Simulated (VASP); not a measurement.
# TiO (P6_3/mmc) in VASP: further runs

Runs on TiO. Level: r2SCAN. Tasks: single point.

All numbers are computed with VASP 6.6.1; they aren't measurements. Logs are shortened: lines on timing, memory, paths and dates and some standing lists are left out, and cuts for length are marked.

### Step 1. The cell of the first run

It takes space group P6_3/mmc (No. 194, hexagonal). The conventional cell has a = 2.852 Å, b = 2.852 Å, c = 5.568 Å, α = 90.00°, β = 90.00°, γ = 120.00°. Within 2.9 Å of Ti (site symmetry -6m2) lie 6 O at 2.16 Å and 6 Ti at 2.85 Å. Within 2.9 Å of O (site symmetry -3m) lie 6 Ti at 2.16 Å and 8 O at 2.78 to 2.85 Å.

### Step 2. Single point, r2SCAN

Contents of POSCAR:

```
TiO
1.0
    2.8516080131      0.0000000000      0.0000000000
   -1.4258040066      2.4695649810      0.0000000000
    0.0000000000      0.0000000000      5.5675030000
Ti O
2 2
Direct
    0.3333333333      0.6666666667      0.2500000000
    0.6666666667      0.3333333333      0.7500000000
    0.0000000000      0.0000000000      0.0000000000
    0.0000000000      0.0000000000      0.5000000000
```

Contents of INCAR.step1:

```
ALGO = Normal
EDIFF = 1E-4
ENCUT = 520
GGA = PE
ISMEAR = -1
LASPH = True
LCHARG = False
LREAL = False
LWAVE = True
NBANDS = 26
NELM = 80
PREC = Accurate
SIGMA = 0.02
```

Contents of INCAR.step2:

```
ALGO = Normal
EDIFF = 1E-6
ENCUT = 520
ISIF = 2
ISMEAR = -1
ISTART = 1
LASPH = True
LCHARG = False
LMIXTAU = True
LREAL = False
LWAVE = False
METAGGA = R2SCAN
NBANDS = 26
NELM = 80
PREC = Accurate
SIGMA = 0.02
```

Contents of KPOINTS:

```
k-points
0
Gamma
  18 18 8
```

Potentials or basis: VASP PAW PBE potentials, release 64 (Ti_sv, O).

On the command line:

```
$ cat potpaw_PBE.64/Ti_sv/POTCAR potpaw_PBE.64/O/POTCAR > POTCAR
$ cp INCAR.step1 INCAR
$ mpirun -np 1 vasp_std > vasp.out
$ cp INCAR.step2 INCAR
$ mpirun -np 1 vasp_std > vasp.out
```

OUTCAR:

```text
EDIFF = 1E-6
   ENCUT = 520
   ISIF = 2
   ISMEAR = -1
   ISTART = 1
   LASPH = True
   LREAL = False
   METAGGA = R2SCAN
   NELM = 80
   PREC = Accurate

 ion  position               nearest neighbor table
   1  0.333  0.667  0.250-   3 2.16   4 2.16   3 2.16   4 2.16   3 2.16   4 2.16
   2  0.667  0.333  0.750-   3 2.16   4 2.16   3 2.16   4 2.16   3 2.16   4 2.16
   3  0.000  0.000  0.000-   1 2.16   2 2.16   2 2.16   1 2.16   2 2.16   1 2.16
   4  0.000  0.000  0.500-   1 2.16   2 2.16   2 2.16   1 2.16   2 2.16   1 2.16

  LATTYP: Found a hexagonal cell.
 ALAT       =     2.8516080131
 C/A-ratio  =     1.9524082463

  Lattice vectors:

 A1 = (   2.8516080131,   0.0000000000,   0.0000000000)
 A2 = (  -1.4258040066,   2.4695649810,   0.0000000000)
 A3 = (   0.0000000000,   0.0000000000,   5.5675030000)

Analysis of symmetry for initial positions (statically):
=====================================================================
 Subroutine PRICEL returns:
 Original cell was already a primitive cell.

 Routine SETGRP: Setting up the symmetry group for a
 hexagonal supercell.

 Subroutine GETGRP returns: Found 24 space group operations
 (whereof 12 operations were pure point group operations)
 out of a pool of 24 trial point group operations.

The static configuration has the point symmetry D_3d.
 The point group associated with its full space group is D_6h.

Analysis of symmetry for dynamics (positions and initial velocities):
=====================================================================
 Subroutine PRICEL returns:
 Original cell was already a primitive cell.

 Routine SETGRP: Setting up the symmetry group for a
 hexagonal supercell.

 Subroutine GETGRP returns: Found 24 space group operations
 (whereof 12 operations were pure point group operations)
 out of a pool of 24 trial point group operations.

The dynamic configuration has the point symmetry D_3d.
 The point group associated with its full space group is D_6h.

 Subroutine INISYM returns: Found 24 space group operations
 (whereof 12 operations are pure point group operations),
 and found     1 'primitive' translations

----------------------------------------------------------------------------------------

                                     Primitive cell

  volume of cell :      39.2076

  direct lattice vectors                    reciprocal lattice vectors
     2.851608013  0.000000000  0.000000000     0.350679334  0.202464808  0.000000000
[... 84 lines left out ...]
   ISPIN  =      1    spin polarized calculation?
   LNONCOLLINEAR =      F non collinear calculations
   LSORBIT =      F    spin-orbit coupling
   LASPH  =      T    aspherical Exc in radial PAW
   ENCUT  =  520.0 eV  38.22 Ry    6.18 a.u.   5.30  5.30 10.35*2*pi/ulx,y,z
   NELM   =     80;   NELMIN=  2; NELMDL=  0     # of ELM steps
   EDIFF  = 0.1E-05   stopping-criterion for ELM
   LREAL  =      F    real-space projection
[... 7 lines left out ...]
   TEBEG  =    0.0;   TEEND  =   0.0 temperature during run
   PSTRESS=    0.0 pullay stress
   NELECT =      36.0000    total number of electrons
   NUPDOWN=      -1.0000    fix difference up-down
   EMIN   =  10.00;   EMAX   =-10.00  energy-range for DOS
   EFERMI =   0.00;   METHOD = LEGACY
   ISMEAR =    -1;   SIGMA  =   0.02  broadening in eV -4-tet -1-fermi 0-gaus
   EFERMI_NEDOS =   21; number of points for ismear=-14 and -15
   IALGO  =     38    algorithm
   IMIX   =      4    mixing-type and parameters
     AMIX     =   0.40;   BMIX     =  1.00
     AMIX_MAG =   1.60;   BMIX_MAG =  1.00
  volume/ion in A,a.u.               =       9.80        66.15
  Fermi-wavevector in a.u.,A,eV,Ry     =   1.591178  3.006890 34.447873  2.531847
  Thomas-Fermi vector in A             =   2.689758
   LORBIT       =      0    0 simple, 1 ext, 2 COOP (PROOUT), +10 PAW based schemes
   METAGGA = R2SCAN    functional components
   LHFCALC =     F    Hartree Fock is set to
   AEXX    =    0.0000 exact exchange contribution
   IVDW    =     0    specifies the selected vdW correction
   LEPSILON=     F    determine dielectric tensor
   LRPA    =     F    only Hartree local field effects (RPA)
 non-spin polarized calculation
  energy-cutoff  :      520.00
  volume of cell :       39.21
 maximum number of plane-waves:      1072
 NGX is ok and might be reduce to    24
   NGX = 11   NGY = 11   NGZ = 21

 number of electron      35.9999991 magnetization

 Free energy of the ion-electron system (eV)
  ---------------------------------------------------
  ext. energy  EPLUGINS =         0.00000000
  ---------------------------------------------------
  free energy    TOTEN  =       -48.64186826 eV

  energy without entropy =      -48.64143663  energy(sigma->0) =      -48.64165245

 E-fermi :  11.3068     XC(G=0): -13.5920

 val. band max:       11.2892359457   @ k =   0.0000   0.0000   0.1250
 cond. band min:      11.3175241138   @ k =   0.0556  -0.0000   0.0000
 fundamental gap:      0.0282881680
 Fermi energy:        11.3067539531

 k-point     1 :       0.0000    0.0000    0.0000
  band No.  band energies     occupation
      1     -48.8477      2.00000
      2     -48.8051      2.00000
      3     -24.5287      2.00000
      4     -24.0495      2.00000
      5     -23.6841      2.00000
      6     -23.6841      2.00000
[... 685 lines left out ...]
     25      14.9323      0.00000
     26      15.1054      0.00000

 [... further k-points ...]

------------------------ aborting loop because EDIFF is reached ----------------------------------------

  FORCE on cell =-STRESS in cart. coord.  units (eV):
  Direction    XX          YY          ZZ          XY          YZ          ZX
  --------------------------------------------------------------------------------------
  -------------------------------------------------------------------------------------
  Total       -1.0275526     -1.0275526     -0.6002225      0.0000000      0.0000000     -0.0000000
  in kB      -41.9898089    -41.9898089    -24.5274331      0.0000000      0.0000000     -0.0000000
  external PRESSURE =     -36.1690170 kB  Pullay stress =       0.0000000 kB

 VOLUME and BASIS-vectors are now :
 -----------------------------------------------------------------------------
  energy-cutoff  :      520.00
  volume of cell :       39.21
      direct lattice vectors                 reciprocal lattice vectors
     2.851608013  0.000000000  0.000000000     0.350679334  0.202464808  0.000000000
    -1.425804007  2.469564981  0.000000000     0.000000000  0.404929616  0.000000000
     0.000000000  0.000000000  5.567503000     0.000000000  0.000000000  0.179613733

 POSITION                                       TOTAL-FORCE (eV/Angst)
 -----------------------------------------------------------------------------------
     -0.00000      1.64638      1.39188         0.000000     -0.000000      0.000000
      1.42580      0.82319      4.17563        -0.000000      0.000000      0.000000
      0.00000      0.00000      0.00000        -0.000000      0.000000      0.000000
      0.00000      0.00000      2.78375        -0.000000      0.000000      0.000000
 -----------------------------------------------------------------------------------
    total drift:                               -0.000000      0.000000     -0.000000

  FREE ENERGIE OF THE ION-ELECTRON SYSTEM (eV)
  ---------------------------------------------------
  free  energy   TOTEN  =       -48.6418682613 eV

  energy  without entropy=      -48.6414366321  energy(sigma->0) =      -48.64165245
```

OUTCAR.step1:

```text
EDIFF = 1E-4
   ENCUT = 520
   GGA = PE
   ISMEAR = -1
   LASPH = True
   LREAL = False
[... 926 lines left out ...]
      1.42580      0.82319      4.17563        -0.000000      0.000000      0.000000
      0.00000      0.00000      0.00000         0.000000      0.000000      0.000000
      0.00000      0.00000      2.78375         0.000000      0.000000      0.000000
 -----------------------------------------------------------------------------------
    total drift:                               -0.000000      0.000000     -0.000000

  FREE ENERGIE OF THE ION-ELECTRON SYSTEM (eV)
  ---------------------------------------------------
  free  energy   TOTEN  =       -35.3179743956 eV

  energy  without entropy=      -35.3170194994  energy(sigma->0) =      -35.31749695
```

OSZICAR.step1:

```text
N       E                     dE             d eps       ncg     rms          rms(c)
DAV:   1     0.447488308954E+03    0.44749E+03   -0.18310E+04  9628   0.175E+03
DAV:   2     0.166468067045E+02   -0.43084E+03   -0.41322E+03 10014   0.501E+02
DAV:   3    -0.373634941587E+02   -0.54010E+02   -0.52903E+02 13418   0.164E+02
DAV:   4    -0.414097989788E+02   -0.40463E+01   -0.40118E+01 13712   0.388E+01
DAV:   5    -0.415389070330E+02   -0.12911E+00   -0.12907E+00 12932   0.605E+00    0.205E+01
DAV:   6    -0.355184079443E+02    0.60205E+01   -0.33445E+01 13126   0.549E+01    0.664E+00
DAV:   7    -0.353375316082E+02    0.18088E+00   -0.30490E+00 11396   0.158E+01    0.524E+00
DAV:   8    -0.353932052159E+02   -0.55674E-01   -0.12416E+00 11494   0.823E+00    0.353E+00
DAV:   9    -0.353151217305E+02    0.78083E-01   -0.35126E-01 10324   0.450E+00    0.599E-01
DAV:  10    -0.353189353916E+02   -0.38137E-02   -0.26309E-02 13406   0.125E+00    0.341E-01
DAV:  11    -0.353179900736E+02    0.94532E-03   -0.59502E-03 10264   0.551E-01    0.559E-02
DAV:  12    -0.353179743956E+02    0.15678E-04   -0.17394E-04  7738   0.119E-01
   1 F= -.35317974E+02 E0= -.35317497E+02  d E =-.954896E-03
```

Run time: 7.3 min. Hardware: 1 thread of Intel Xeon Platinum 8488C (Sapphire Rapids), shared host; peak memory 0.28 GiB.

What came out:

- Free energy: -48.6419 eV
- Pressure: -3.6 GPa
- Band gap on the k mesh: zero (bands 18 and 19 overlap by 0.04 eV)

Stress tensor (GPa, compression positive):
```
-4.20  0.00  0.00
 0.00 -4.20  0.00
 0.00  0.00 -2.45
```

Levels at points of the mesh, in eV from the Fermi level:
```
           k point  band 14  band 15  band 16  band 17  band 18  band 19  band 20  band 21  band 22  band 23
(0.00, 0.00, 0.00)    -5.61    -5.61    -5.57    -2.06    -0.06    -0.06     0.02     1.19     1.19     1.67
(0.50, 0.00, 0.00)    -6.94    -6.11    -5.79    -2.75    -0.06     1.07     1.80     2.12     2.44     2.82
(0.00, 0.00, 0.50)    -5.89    -5.89    -5.89    -0.61    -0.61     0.81     0.81     0.81     0.81     2.32
(0.50, 0.00, 0.50)    -7.56    -6.41    -6.41    -1.37    -1.37     2.18     2.18     2.39     2.39     2.43
```

Caveat: the cell stands under tension; the PAW data sets were made with another functional, which shifts forces and pressure a little; semilocal functionals often make such compounds metallic where correlation or magnetic order opens a gap, which also shifts bond lengths.

### Step 3. Single point, r2SCAN

POSCAR is that of step 2.

Contents of INCAR.step1:

```
ALGO = Normal
EDIFF = 1E-4
ENCUT = 520
GGA = PE
ISMEAR = -1
LASPH = T
LCHARG = F
LREAL = F
LWAVE = T
NBANDS = 26
NELM = 80
PREC = Accurate
SIGMA = 0.05
```

Contents of INCAR.step2:

```
ALGO = Normal
EDIFF = 1E-6
ENCUT = 520
ISIF = 2
ISMEAR = -1
ISTART = 1
LASPH = T
LCHARG = F
LMIXTAU = T
LREAL = F
LWAVE = F
METAGGA = R2SCAN
NBANDS = 26
NELM = 80
PREC = Accurate
SIGMA = 0.05
```

KPOINTS is that of step 2.

Potentials or basis: VASP PAW PBE potentials, release 64 (Ti_sv, O).

On the command line:

```
$ cat potpaw_PBE.64/Ti_sv/POTCAR potpaw_PBE.64/O/POTCAR > POTCAR
$ cp INCAR.step1 INCAR
$ mpirun -np 1 vasp_std > vasp.out
$ cp INCAR.step2 INCAR
$ mpirun -np 1 vasp_std > vasp.out
```

It took 7.9 min on 1 thread of Intel Xeon Platinum 8488C (Sapphire Rapids), shared host; peak memory 0.28 GiB.

Results (log left out):

```yaml
Free_energy: -48.6431 eV
Pressure: -3.6 GPa
Band_gap_on_the_k_mesh: zero (bands 18 and 19 overlap by 0.04 eV)
```

Stress tensor (GPa, compression positive):
```
-4.15  0.00  0.00
 0.00 -4.15  0.00
 0.00  0.00 -2.59
```

Levels at points of the mesh, in eV from the Fermi level:
```
           k point  band 16  band 17  band 18  band 19  band 20  band 21
(0.00, 0.00, 0.00)    -5.63    -2.11    -0.11    -0.11    -0.03     1.14
(0.50, 0.00, 0.00)    -5.84    -2.80    -0.11     1.02     1.75     2.07
(0.00, 0.00, 0.50)    -5.94    -0.66    -0.66     0.76     0.76     0.76
(0.50, 0.00, 0.50)    -6.46    -1.42    -1.42     2.13     2.13     2.34
```

Caveat: the cell stands under tension; the PAW data sets were made with another functional, which shifts forces and pressure a little; semilocal functionals often make such compounds metallic where correlation or magnetic order opens a gap, which also shifts bond lengths.

### Step 4. Single point, r2SCAN

POSCAR is that of step 3.

Contents of INCAR.step1:

```
SYSTEM = TiO
  PREC = Accurate
  ENCUT = 520
  ISMEAR = -1
  SIGMA = 0.1
  LREAL = .False.
  LASPH = .True.
  NELM = 80
  NBANDS = 26
  GGA = PE
  ALGO = Normal
  EDIFF = 1E-4
  LWAVE = .True.
  LCHARG = .False.
```

Contents of INCAR.step2:

```
SYSTEM = TiO
  PREC = Accurate
  ENCUT = 520
  EDIFF = 1E-7
  ISMEAR = -1
  SIGMA = 0.1
  LREAL = .False.
  LASPH = .True.
  NELM = 80
  ALGO = Normal
  ISIF = 2
  LWAVE = .False.
  LCHARG = .False.
  METAGGA = R2SCAN
  LMIXTAU = .True.
  NBANDS = 26
  ISTART = 1
```

Contents of KPOINTS:

```
Automatic mesh
0
Gamma
  18 18 8
  0 0 0
```

On the command line:

```
$ cat potpaw_PBE.64/Ti_sv/POTCAR potpaw_PBE.64/O/POTCAR > POTCAR
$ cp INCAR.step1 INCAR
$ mpirun -np 1 vasp_std > vasp.out
$ cp INCAR.step2 INCAR
$ mpirun -np 1 vasp_std > vasp.out
```

Wall time 8.6 min (1 thread of Intel Xeon Platinum 8488C (Sapphire Rapids), shared host); peak memory 0.28 GiB.

It converged, with:

```
Free energy            : -48.6488 eV
Pressure               : -3.7 GPa
Band gap on the k mesh : zero (bands 18 and 19 overlap by 0.04 eV)
```

Stress tensor (GPa, compression positive):
```
-4.05  0.00  0.00
 0.00 -4.05  0.00
 0.00  0.00 -2.86
```

Levels at points of the mesh, in eV from the Fermi level:
```csv
k point,band 16,band 17,band 18,band 19,band 20,band 21
"(0.00, 0.00, 0.00)",-5.70,-2.19,-0.18,-0.18,-0.11,1.07
"(0.50, 0.00, 0.00)",-5.92,-2.88,-0.18,0.94,1.67,1.99
"(0.00, 0.00, 0.50)",-6.02,-0.74,-0.74,0.68,0.68,0.68
"(0.50, 0.00, 0.50)",-6.54,-1.49,-1.49,2.05,2.05,2.26
```

Caveat: the cell stands under tension; the PAW data sets were made with another functional, which shifts forces and pressure a little; semilocal functionals often make such compounds metallic where correlation or magnetic order opens a gap, which also shifts bond lengths.

### Step 5. Summary

| smearing | gap on the mesh (eV) | pressure (GPa) |
| --- | --- | --- |
| fermi-dirac 0.02 eV | none | -3.6 |
| fermi-dirac 0.05 eV | none | -3.6 |
| fermi-dirac 0.1 eV | none | -3.7 |

Alike in all rows: task single point; level r2SCAN; potentials or basis VASP PAW PBE potentials, release 64 (Ti_sv, O); no spin polarisation; cell as given; k mesh 18 × 18 × 8; cutoff (eV) 520.

Caveats: the cell stands under tension; the PAW data sets were made with another functional, which shifts forces and pressure a little; semilocal functionals often make such compounds metallic where correlation or magnetic order opens a gap, which also shifts bond lengths.

Total energies depend on the potentials used, so only differences within one code and one set of settings carry meaning.

The gap in the log of VASP goes by the Fermi energy; the results here count the filled bands.